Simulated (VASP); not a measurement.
Input of a VASP 6.6.1 run:

The input INCAR:

```
SYSTEM = Ag
PREC     = Accurate       ! precision mode
ENCUT    = 520            ! plane-wave cutoff, eV
EDIFF    = 1E-7           ! SCF threshold, eV
ISMEAR   = -1             ! smearing method
SIGMA    = 0.05           ! smearing width, eV
LREAL    = .FALSE.        ! projectors in reciprocal space
LASPH    = .TRUE.         ! aspherical terms in the spheres
NELM     = 80             ! most SCF steps
ALGO     = Normal         ! electronic algorithm
ISIF     = 2              ! what is computed and relaxed
LWAVE    = .FALSE.        ! write WAVECAR
LCHARG   = .FALSE.        ! write CHGCAR
GGA      = PS             ! functional
NBANDS   = 18             ! bands
```

File KPOINTS:

```
regular mesh
0
G
  9 9 9
  0 0 0
```

File POSCAR:

```
Ag
1.0
    0.0000000000      2.8140871700      2.8140871700
    2.8140871700      0.0000000000      2.8140871700
    2.8140871700      2.8140871700      0.0000000000
Ag
2
Direct
   -0.1700000000     -0.1100000000     -0.1100000000
    0.1700000000      0.1100000000      0.1100000000
```

Potentials or basis: VASP PAW PBE potentials, release 64 (Ag).

Run with:

```console
$ cat potpaw_PBE.64/Ag/POTCAR > POTCAR
$ mpirun -np 1 vasp_std > vasp.out
```

Task: Estimate the largest force.

Result: 6.563 eV/Å.

Task: Predict the band gap on the k mesh.

Result: Zero (band 11 reaches 5.53 eV, above the bottom of band 12 at 4.54 eV).

Forces in eV/Å, atoms in the order of the input:
```
Ag  -3.789  3.789  3.789
Ag   3.789 -3.789 -3.789
```

Caveat: the cell differs from its parent crystal (shortest bond scaled by 0.88); the PAW data sets were made with another functional, which shifts forces and pressure a little.
